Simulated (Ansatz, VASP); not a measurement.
**LaB: VASP beside Ansatz**

INCAR

```
  PREC = Accurate
  ENCUT = 520
  EDIFF = 1E-6
  ISMEAR = 0
  SIGMA = 0.05
  LREAL = False
  LASPH = True
  NELM = 80
  ALGO = Normal
  ISIF = 2
  LWAVE = False
  LCHARG = False
  GGA = PE
  NBANDS = 14
```

The input KPOINTS:

```
Automatic mesh
0
Gamma
  10 10 10
```

Contents of POSCAR:

```
LaB
1.0
    0.0000000000      2.9273221616      2.9273221616
    2.9273221616      0.0000000000      2.9273221616
    2.9273221616      2.9273221616      0.0000000000
La B
1 1
Direct
    0.5000000000      0.5000000000      0.5000000000
    0.0000000000      0.0000000000      0.0000000000
```

Input for Ansatz:

```yaml
crystal:
  lattice:
    - [0.0, 2.9273221616, 2.9273221616]
    - [2.9273221616, 0.0, 2.9273221616]
    - [2.9273221616, 2.9273221616, 0.0]
  atoms:
    - { symbol: La, position: [0.5, 0.5, 0.5] }
    - { symbol: B, position: [0.0, 0.0, 0.0] }
basis:
  ecutwfc: 420
  ecutrho_ratio: 4
kpoints:
  mp_grid: { grid: [10, 10, 10] }
hamiltonian:
  xc: pbe
scf:
  occupations: { method: gaussian, width: 0.05 }
output:
  forces: true
  stress: true
  eigenvalues: true
```

Alike in both runs: task single point; functional PBE; k mesh 10 × 10 × 10; occupations gaussian, width 0.05 eV; no spin polarisation.

|  | VASP | Ansatz |
| --- | --- | --- |
| version | VASP 6.6.1 | Ansatz 0.2.0 |
| potentials or method | VASP PAW PBE potentials, release 64 (La, B), cutoff 520 eV | scalar-relativistic, plane waves, PAW |
| valence electrons in the cell | 14 | 14 |

```tsv
	VASP	Ansatz	Ansatz less VASP
gap on the k mesh at the Fermi level (eV)	none	none	-
pressure (GPa)	-4.7	-4.6	+0.04
```

A gap of «none» marks a metal or a gap that the smearing closes. With one functional, cell and mesh, what is left measures potentials, basis and numerics.

Spin-orbit coupling is off throughout.
